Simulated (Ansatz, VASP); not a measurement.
# Two plane-wave programs on MgO

```
Mg O
1.0
     0.00000    2.09700    2.09700
     2.09700    0.00000    2.09700
     2.09700    2.09700    0.00000
Mg O
1 1
Direct
  0.00000 0.00000 0.00000
  0.50000 0.50000 0.50000
```

Alike in both runs: task relaxation of cell and atoms; functional RPBE; dispersion D3(BJ); k mesh 11 × 11 × 11; occupations fermi-dirac, width 0.05 eV; no spin polarisation.

```csv
,VASP,Ansatz
version,VASP 6.6.1,Ansatz 0.2.0
potentials or method,"VASP PAW PBE potentials, release 64 (Mg_sv, O)",Ansatz PAW
plane-wave cutoff (eV),840,420
valence electrons in the cell,16,16
```

|  | VASP | Ansatz | Ansatz less VASP |
| --- | --- | --- | --- |
| gap on the k mesh at the Fermi level, each at its own relaxed structure (eV) | 5.83 | 5.86 | +0.030 |
| relaxed volume (Å³/atom) | 8.49 | 8.47 | -0.018 |
| relaxed length of the cell vector where the two differ most in proportion (Å) | 2.885 | 2.883 | -0.0021 |

VASP's potentials were made for PBE, not for RPBE.

Noted on Ansatz's run: odd divisions of the mesh miss points on the zone boundary, where band edges often lie, so the gap on the mesh can be too wide; the plane-wave basis is chosen anew once the cell has moved, so the energies of steps on either side of that aren't comparable.
